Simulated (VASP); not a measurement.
# MgF2 in VASP: single point with PBE

Aim: the single point of MgF2 with PBE.

Everything below comes from runs of VASP 6.6.1. Logs are shortened: lines on timing, memory, paths and dates and some standing lists are left out, and cuts for length are marked.

## (1) The cell of the first run

The cell holds a slab with vacuum, 24 atoms: a = 6.185 Å, b = 6.644 Å, c = 21.932 Å, α = 90.00°, β = 90.00°, γ = 90.00°.

## (2) Single point, PBE

File INCAR:

```
SYSTEM = MgF2
PREC = Accurate
ENCUT = 520
EDIFF = 1E-6
ISMEAR = 0
SIGMA = 0.05
LREAL = .FALSE.
LASPH = .TRUE.
NELM = 120
ALGO = Normal
ISIF = 2
LWAVE = .FALSE.
LCHARG = .FALSE.
LDIPOL = .TRUE.
IDIPOL = 3
DIPOL = 0.5 0.5 0.501
GGA = PE
NBANDS = 82
GGA_COMPAT = .FALSE.
NELMDL = -8
```

File KPOINTS:

```
Automatic mesh
0
G
  3 3 1
  0 0 0
```

File POSCAR:

```
MgF2
1.0
    6.1851578341      0.0000000000      0.0000000000
    0.0000000000      6.6437953315      0.0000000000
    0.0000000000      0.0000000000     21.9319886407
F Mg
16 8
Direct
    0.0000000000      0.0000000000      0.3647640044
    0.5000000000      0.0000000000      0.3647640044
    0.2500000000      0.3035692820      0.4242682066
    0.7500000000      0.3035692820      0.4242682066
    0.2500000000      0.6964307180      0.4242682066
    0.7500000000      0.6964307180      0.4242682066
    0.0000000000      0.0000000000      0.4837724088
    0.5000000000      0.0000000000      0.4837724088
    0.0000000000      0.5000000000      0.5159630478
    0.5000000000      0.5000000000      0.5159630478
    0.2500000000      0.8128103550      0.5821688095
    0.7500000000      0.8128103550      0.5821688095
    0.2500000000      0.1871896450      0.5821688095
    0.7500000000      0.1871896450      0.5821688095
    0.0000000000      0.5000000000      0.6345962415
    0.5000000000      0.5000000000      0.6345962415
    0.0000000000      0.5000000000      0.4242682066
    0.5000000000      0.5000000000      0.4242682066
    0.2500000000      0.0000000000      0.4242682066
    0.7500000000      0.0000000000      0.4242682066
    0.0000000000      0.0000000000      0.5720367513
    0.5000000000      0.0000000000      0.5720367513
    0.2500000000      0.5000000000      0.5832092326
    0.7500000000      0.5000000000      0.5832092326
```

Potentials or basis: VASP PAW PBE potentials, release 64 (F, Mg).

Launch:

```console
$ cat potpaw_PBE.64/F/POTCAR potpaw_PBE.64/Mg/POTCAR > POTCAR
$ mpirun -np 1 vasp_std > vasp.out
```

OUTCAR:

```text
SYSTEM = MgF2
   PREC = Accurate
   ENCUT = 520
   EDIFF = 1E-6
   ISMEAR = 0
   LREAL = .FALSE.
   LASPH = .TRUE.
   NELM = 120
   ISIF = 2
   GGA = PE
   NELMDL = -8

 ion  position               nearest neighbor table
   1  0.000  0.000  0.365-  19 2.02  20 2.02
   2  0.500  0.000  0.365-  19 2.02  20 2.02
   3  0.250  0.304  0.424-  19 2.02  18 2.02  17 2.02
   4  0.750  0.304  0.424-  20 2.02  18 2.02  17 2.02
   5  0.250  0.696  0.424-  19 2.02  18 2.02  17 2.02
   6  0.750  0.696  0.424-  20 2.02  18 2.02  17 2.02
   7  0.000  0.000  0.484-  21 1.94  20 2.02  19 2.02
   8  0.500  0.000  0.484-  22 1.94  20 2.02  19 2.02
   9  0.000  0.500  0.516-  17 2.01  23 2.14  24 2.14
  10  0.500  0.500  0.516-  18 2.01  23 2.14  24 2.14
  11  0.250  0.813  0.582-  21 2.00  22 2.00  23 2.08
  12  0.750  0.813  0.582-  21 2.00  22 2.00  24 2.08
  13  0.250  0.187  0.582-  21 2.00  22 2.00  23 2.08
  14  0.750  0.187  0.582-  21 2.00  22 2.00  24 2.08
  15  0.000  0.500  0.635-  23 1.91  24 1.91
  16  0.500  0.500  0.635-  23 1.91  24 1.91
  17  0.000  0.500  0.424-   9 2.01   4 2.02   5 2.02   6 2.02   3 2.02  18 3.09  18 3.09
  18  0.500  0.500  0.424-  10 2.01   4 2.02   5 2.02   6 2.02   3 2.02  17 3.09  17 3.09
  19  0.250  0.000  0.424-   3 2.02   5 2.02   1 2.02   2 2.02   7 2.02   8 2.02  20 3.09  20 3.09
                            22 3.59  21 3.59
  20  0.750  0.000  0.424-   4 2.02   6 2.02   1 2.02   2 2.02   7 2.02   8 2.02  19 3.09  19 3.09
                            22 3.59  21 3.59
  21  0.000  0.000  0.572-   7 1.94  11 2.00  12 2.00  13 2.00  14 2.00  22 3.09  22 3.09  19 3.59
                            20 3.59
  22  0.500  0.000  0.572-   8 1.94  11 2.00  12 2.00  13 2.00  14 2.00  21 3.09  21 3.09  19 3.59
                            20 3.59
  23  0.250  0.500  0.583-  15 1.91  16 1.91  11 2.08  13 2.08   9 2.14  10 2.14  24 3.09  24 3.09
[... 10 lines left out ...]
 A1 = (   6.1851578341,   0.0000000000,   0.0000000000)
 A2 = (   0.0000000000,   6.6437953315,   0.0000000000)
 A3 = (   0.0000000000,   0.0000000000,  21.9319886407)

Analysis of symmetry for initial positions (statically):
=====================================================================
 Subroutine PRICEL returns following result:

  LATTYP: Found a simple orthorhombic cell.
 ALAT       =     3.0925789171
 B/A-ratio  =     2.1483026011
 C/A-ratio  =     7.0918121183

  Lattice vectors:

 A1 = (   3.0925789171,   0.0000000000,   0.0000000000)
 A2 = (   0.0000000000,   6.6437953315,   0.0000000000)
 A3 = (   0.0000000000,   0.0000000000,  21.9319886407)

   2 primitive cells build up your supercell.

 Routine SETGRP: Setting up the symmetry group for a
 simple orthorhombic supercell.

 Subroutine GETGRP returns: Found  4 space group operations
 (whereof  4 operations were pure point group operations)
 out of a pool of  8 trial point group operations.

The static configuration has the point symmetry C_2v.

Analysis of symmetry for dynamics (positions and initial velocities):
=====================================================================
 Subroutine PRICEL returns following result:

  LATTYP: Found a simple orthorhombic cell.
 ALAT       =     3.0925789171
 B/A-ratio  =     2.1483026011
 C/A-ratio  =     7.0918121183

  Lattice vectors:

 A1 = (   3.0925789171,   0.0000000000,   0.0000000000)
 A2 = (   0.0000000000,   6.6437953315,   0.0000000000)
 A3 = (   0.0000000000,   0.0000000000,  21.9319886407)

   2 primitive cells build up your supercell.

 Routine SETGRP: Setting up the symmetry group for a
 simple orthorhombic supercell.

 Subroutine GETGRP returns: Found  4 space group operations
 (whereof  4 operations were pure point group operations)
 out of a pool of  8 trial point group operations.

The dynamic configuration has the point symmetry C_2v.

 Subroutine INISYM returns: Found  4 space group operations
 (whereof  4 operations are pure point group operations),
 and found     2 'primitive' translations

----------------------------------------------------------------------------------------

                                     Primitive cell

[... 38 lines left out ...]

----------------------------------------------------------------------------------------

 KPOINTS: Automatic mesh

Automatic generation of k-mesh.
 Grid dimensions read from file:
 generate k-points for:    3    3    1

 Generating k-lattice:

  Cartesian coordinates                     Fractional coordinates (reciprocal lattice)
     0.053892454  0.000000000  0.000000000     0.333333333  0.000000000  0.000000000
     0.000000000  0.050172126  0.000000000     0.000000000  0.333333333  0.000000000
     0.000000000  0.000000000  0.045595501     0.000000000  0.000000000  1.000000000

  Length of vectors
     0.053892454  0.050172126  0.045595501

  Shift w.r.t. Gamma in fractional coordinates (k-lattice)
     0.000000000  0.000000000  0.000000000

 Subroutine IBZKPT returns following result:
 ===========================================

 Found      4 irreducible k-points:

 Following reciprocal coordinates:
            Coordinates               Weight
  0.000000  0.000000  0.000000      1.000000
  0.333333  0.000000  0.000000      2.000000
  0.000000  0.333333  0.000000      2.000000
  0.333333  0.333333  0.000000      4.000000
   k-points           NKPTS =      4   k-points in BZ     NKDIM =      4   number of bands    NBANDS=     82
   number of dos      NEDOS =    301   number of ions     NIONS =     24
   total plane-waves  NPLWV = 403200
   dimension x,y,z NGX =    48 NGY =   50 NGZ =  168
   dimension x,y,z NGXF=    96 NGYF=  100 NGZF=  336
   ions per type =              16   8
   NGX,Y,Z   is equivalent  to a cutoff of  12.90, 12.51, 12.73 a.u.
   NGXF,Y,Z  is equivalent  to a cutoff of  25.80, 25.02, 25.47 a.u.
 SYSTEM =  MgF2
   PREC   = accura    normal or accurate (medium, high low for compatibility)
   ISTART =      0    job   : 0-new  1-cont  2-samecut
   ICHARG =      2    charge: 1-file 2-atom 10-const
   ISPIN  =      1    spin polarized calculation?
   LNONCOLLINEAR =      F non collinear calculations
   LSORBIT =      F    spin-orbit coupling
   LASPH  =      T    aspherical Exc in radial PAW
   ENCUT  =  520.0 eV  38.22 Ry    6.18 a.u.  11.50 12.35 40.78*2*pi/ulx,y,z
   NELM   =    120;   NELMIN=  2; NELMDL= -8     # of ELM steps
   EDIFF  = 0.1E-05   stopping-criterion for ELM
   LREAL  =      F    real-space projection
   EDIFFG = 0.1E-04   stopping-criterion for IOM
   NSW    =      0    number of steps for IOM
   IBRION =     -1    ionic relax: 0-MD 1-quasi-New 2-CG
   NFREE  =      0    steps in history (QN), initial steepest desc. (CG)
   ISIF   =      2    stress and relaxation
   ISYM   =      2    0-nonsym 1-usesym 2-fastsym
   POTIM  = 0.5000    time-step for ionic-motion
   TEBEG  =    0.0;   TEEND  =   0.0 temperature during run
   PSTRESS=    0.0 pullay stress
   NELECT =     128.0000    total number of electrons
   NUPDOWN=      -1.0000    fix difference up-down
   EMIN   =  10.00;   EMAX   =-10.00  energy-range for DOS
   EFERMI =   0.00;   METHOD = LEGACY
   ISMEAR =     0;   SIGMA  =   0.05  broadening in eV -4-tet -1-fermi 0-gaus
   EFERMI_NEDOS =   21; number of points for ismear=-14 and -15
   IALGO  =     38    algorithm
   IMIX   =      4    mixing-type and parameters
     AMIX     =   0.40;   BMIX     =  1.00
     AMIX_MAG =   1.60;   BMIX_MAG =  1.00
  volume/ion in A,a.u.               =      37.55       253.41
  Fermi-wavevector in a.u.,A,eV,Ry     =   0.854141  1.614093  9.926234  0.729558
  Thomas-Fermi vector in A             =   1.970692
   LORBIT       =      0    0 simple, 1 ext, 2 COOP (PROOUT), +10 PAW based schemes
   GGA     = PE    functional components
   LHFCALC =     F    Hartree Fock is set to
   AEXX    =    0.0000 exact exchange contribution
   IVDW    =     0    specifies the selected vdW correction
   LEPSILON=     F    determine dielectric tensor
   LRPA    =     F    only Hartree local field effects (RPA)
 non-spin polarized calculation
 Gauss-broadening in eV      SIGMA  =   0.05
  energy-cutoff  :      520.00
  volume of cell :      901.25
 maximum number of plane-waves:     24323
 NGX is ok and might be reduce to    48
   NGX = 23   NGY = 25   NGZ = 81

 dipolmoment           0.000000      0.000000     -0.000001 electrons x Angstroem

 number of electron     128.0000066 magnetization

 dipolmoment           0.000000      0.000000      0.016231 electrons x Angstroem

 Free energy of the ion-electron system (eV)
  ---------------------------------------------------
  ext. energy  EPLUGINS =         0.00000000
  ---------------------------------------------------
  free energy    TOTEN  =      -122.54081052 eV

  energy without entropy =     -122.54081052  energy(sigma->0) =     -122.54081052

 E-fermi :  -5.4360     XC(G=0):  -3.4062

 val. band max:       -5.7632183423   @ k =   0.0000   0.0000   0.0000
 cond. band min:      -0.8215154098   @ k =   0.0000   0.0000   0.0000
 fundamental gap:      4.9417029325
 Fermi energy:        -5.4360112726

 k-point     1 :       0.0000    0.0000    0.0000
  band No.  band energies     occupation
      1     -27.7342      2.00000
      2     -27.5347      2.00000
      3     -27.4422      2.00000
      4     -27.3433      2.00000
      5     -27.3351      2.00000
      6     -27.3220      2.00000
[... 305 lines left out ...]
     75       3.8269      0.00000
     76       3.9152      0.00000
 [bands above 76 left out]

------------------------ aborting loop because EDIFF is reached ----------------------------------------

 vacuum level on the upper side and lower side of the slab       (xc-potential included)        -0.100        -0.166

  FORCE on cell =-STRESS in cart. coord.  units (eV):
  Direction    XX          YY          ZZ          XY          YZ          ZX
  --------------------------------------------------------------------------------------
  -------------------------------------------------------------------------------------
  Total       -6.7374325     -2.6888332     -2.9637073      0.0000000      0.0000000      0.0000000
  in kB      -11.9773286     -4.7800166     -5.2686683      0.0000000      0.0000000      0.0000000
  external PRESSURE =      -7.3420045 kB  Pullay stress =       0.0000000 kB

 VOLUME and BASIS-vectors are now :
 -----------------------------------------------------------------------------
  energy-cutoff  :      520.00
  volume of cell :      901.25
      direct lattice vectors                 reciprocal lattice vectors
     6.185157834  0.000000000  0.000000000     0.161677362  0.000000000  0.000000000
     0.000000000  6.643795331  0.000000000     0.000000000  0.150516377  0.000000000
     0.000000000  0.000000000 21.931988641     0.000000000  0.000000000  0.045595501

 POSITION                                       TOTAL-FORCE (eV/Angst)
 -----------------------------------------------------------------------------------
      0.00000      0.00000      8.00000         0.000000      0.000000      0.951124
      3.09258      0.00000      8.00000        -0.000000      0.000000      0.951124
      1.54629      2.01685      9.30505        -0.000000      0.712612     -0.434467
      4.63887      2.01685      9.30505         0.000000      0.712612     -0.434467
      1.54629      4.62694      9.30505        -0.000000     -0.712612     -0.434467
      4.63887      4.62694      9.30505         0.000000     -0.712612     -0.434467
[... 16 lines left out ...]
      1.54629      3.32190     12.79094         0.000000      0.000000     -0.014402
      4.63887      3.32190     12.79094         0.000000      0.000000     -0.014402
 -----------------------------------------------------------------------------------
    total drift:                                0.000000      0.000000     -0.001893

  FREE ENERGIE OF THE ION-ELECTRON SYSTEM (eV)
  ---------------------------------------------------
  free  energy   TOTEN  =      -122.5408105207 eV

  energy  without entropy=     -122.5408105207  energy(sigma->0) =     -122.54081052

 vacuum level on the upper side and lower side of the slab         2.395         2.326
```

Wall time 9.7 min (1 thread of Intel Xeon Platinum 8488C (Sapphire Rapids), shared host); peak memory 0.84 GiB.

Results:

```
Free energy            : -122.5408 eV
Largest force          : 1.643 eV/Å
Band gap on the k mesh : 4.94 eV
```

Forces on the atoms (eV/Å):
```
F    0.000  0.000  0.951
F    0.000  0.000  0.951
F    0.000  0.713 -0.434
F    0.000  0.713 -0.434
F    0.000 -0.713 -0.434
F    0.000 -0.713 -0.434
F    0.000  0.000  0.287
F    0.000  0.000  0.287
F    0.000  0.000  0.044
F    0.000  0.000  0.044
F    0.000  0.020 -0.021
F    0.000  0.020 -0.021
F    0.000 -0.020 -0.021
F    0.000 -0.020 -0.021
F    0.000  0.000 -0.031
F    0.000  0.000 -0.031
Mg   0.000  0.000  1.328
Mg   0.000  0.000  1.328
Mg   0.000  0.000 -1.643
Mg   0.000  0.000 -1.643
Mg   0.000  0.000 -0.011
Mg   0.000  0.000 -0.011
Mg   0.000  0.000 -0.014
Mg   0.000  0.000 -0.014
```

Levels at points of the mesh, in eV from the valence-band top:
```
           k point  band 60  band 61  band 62  band 63  band 64  band 65  band 66  band 67  band 68  band 69
(0.00, 0.00, 0.00)    -0.42    -0.29    -0.22    -0.09     0.00     4.94     5.82     7.65     8.09     8.29
```
